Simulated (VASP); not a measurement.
Write the native input for VASP 6.6.1 that does the following.

```
Task                   : single point
Functional             : LDA
Potentials or basis    : VASP PAW LDA potentials, release 64 (Mo_sv, S)
Cutoff                 : 520 eV
k mesh                 : 10 × 10 × 2
Occupations            : fermi-dirac, width 0.05 eV
Spin                   : no spin polarisation
Dipole correction      : no
Further INCAR settings : ALGO = Normal; EDIFF = 1e-06; NBANDS = 20
```

The structure of MoS2 lies in POSCAR:

```
MoS2
1.0
    3.1627554646      0.0000000000      0.0000000000
   -1.5813777323      2.7390265783      0.0000000000
    0.0000000000      0.0000000000     17.2182568475
Mo S
1 2
Direct
    0.0000000000      0.0000000000      0.0000000000
    0.3333333333      0.6666666667      0.9105070200
    0.3333333333      0.6666666667      0.0894929800
```

These files were run (other wordings do the same):

INCAR

```
SYSTEM = MoS2
PREC     = Accurate       ! precision mode
ENCUT    = 520            ! plane-wave cutoff, eV
EDIFF    = 1E-6           ! SCF threshold, eV
ISMEAR   = -1             ! smearing method
SIGMA    = 0.05           ! smearing width, eV
LREAL    = .FALSE.        ! projectors in reciprocal space
LASPH    = .TRUE.         ! aspherical terms in the spheres
NELM     = 80             ! most SCF steps
ALGO     = Normal         ! electronic algorithm
ISIF     = 2              ! what is computed and relaxed
LWAVE    = .FALSE.        ! write WAVECAR
LCHARG   = .TRUE.         ! write CHGCAR
LELF     = .TRUE.         ! ELF
LVHAR    = .TRUE.       
NBANDS   = 20             ! bands
```

KPOINTS

```
Automatic mesh
0
G
  10 10 2
  0 0 0
```

Potentials or basis: VASP PAW LDA potentials, release 64 (Mo_sv, S).

Command:

```sh
$ cat potpaw_LDA.64/Mo_sv/POTCAR potpaw_LDA.64/S/POTCAR > POTCAR
$ mpirun -np 1 vasp_std > vasp.out
```

It gave:

* Largest force: 0.042 eV/Å
* Band gap on the k mesh: 1.80 eV (least direct gap 1.99 eV)

Wall time 2.5 min on 1 thread of Intel Xeon 8259CL (shared host), peak memory 0.25 GiB.
